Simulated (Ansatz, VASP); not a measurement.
## One calculation of Sc, two programs

The input INCAR:

```
SYSTEM = Sc
ALGO     = Normal         ! electronic algorithm
EDIFF    = 1E-7           ! SCF threshold, eV
ENCUT    = 520            ! plane-wave cutoff, eV
GGA      = PS             ! functional
ISIF     = 2              ! what is computed and relaxed
ISMEAR   = 0              ! smearing method
LASPH    = .True.         ! aspherical terms in the spheres
LCHARG   = .False.        ! write CHGCAR
LREAL    = .False.        ! projectors in reciprocal space
LWAVE    = .False.        ! write WAVECAR
NBANDS   = 30             ! bands
NELM     = 60             ! most SCF steps
PREC     = Accurate       ! precision mode
SIGMA    = 0.1            ! smearing width, eV
```

KPOINTS

```
k-points
0
Gamma
  6 6 6
  0 0 0
```

POSCAR

```
Sc
1.0
   -3.0356627004      3.0356627004      2.6603656117
    3.0356627004     -3.0356627004      2.6603656117
    3.0356627004      3.0356627004     -2.6603656117
Sc
4
Direct
    0.1637300000      0.3362700000      0.5000000000
    0.6637300000      0.1637300000      0.8274610000
    0.3362700000      0.8362700000      0.1725390000
    0.8362700000      0.6637300000      0.5000000000
```

Input for Ansatz:

```yaml
crystal:
  lattice:
    - [-3.0356627004248025, 3.0356627004248025, 2.660365611722273]
    - [3.0356627004248025, -3.0356627004248025, 2.660365611722273]
    - [3.0356627004248025, 3.0356627004248025, -2.660365611722273]
  atoms:
    - { symbol: Sc, position: [0.16373, 0.33627, 0.5] }
    - { symbol: Sc, position: [0.66373, 0.16373, 0.827461] }
    - { symbol: Sc, position: [0.33627, 0.83627, 0.172539] }
    - { symbol: Sc, position: [0.83627, 0.66373, 0.5] }
basis:
  ecutwfc: 500.0
kpoints:
  mp_grid:
    grid: [6, 6, 6]
hamiltonian:
  xc: pbesol
  pseudopotentials:
    kind: paw
scf:
  occupations:
    method: gaussian
    width: 0.1
output:
  stress: true
```

Alike in both runs: task single point; functional PBEsol; k mesh 6 × 6 × 6; occupations gaussian, width 0.1 eV; no spin polarisation.

|  | VASP | Ansatz |
| --- | --- | --- |
| version | VASP 6.6.1 | Ansatz 0.2.0 |
| potentials or method | VASP PAW PBE potentials, release 64 (Sc_sv), cutoff 520 eV | plane waves, PAW |
| valence electrons in the cell | 44 | 44 |

```tsv
	VASP	Ansatz	Ansatz less VASP
pressure (GPa)	0.5	0.5	-0.02
traceless stress, the component that is largest in VASP (GPa)	-0.14	-0.12	+0.010
```

VASP's potentials were made for PBE, not for PBEsol. Ansatz's warnings: structure snapped to symmetry.
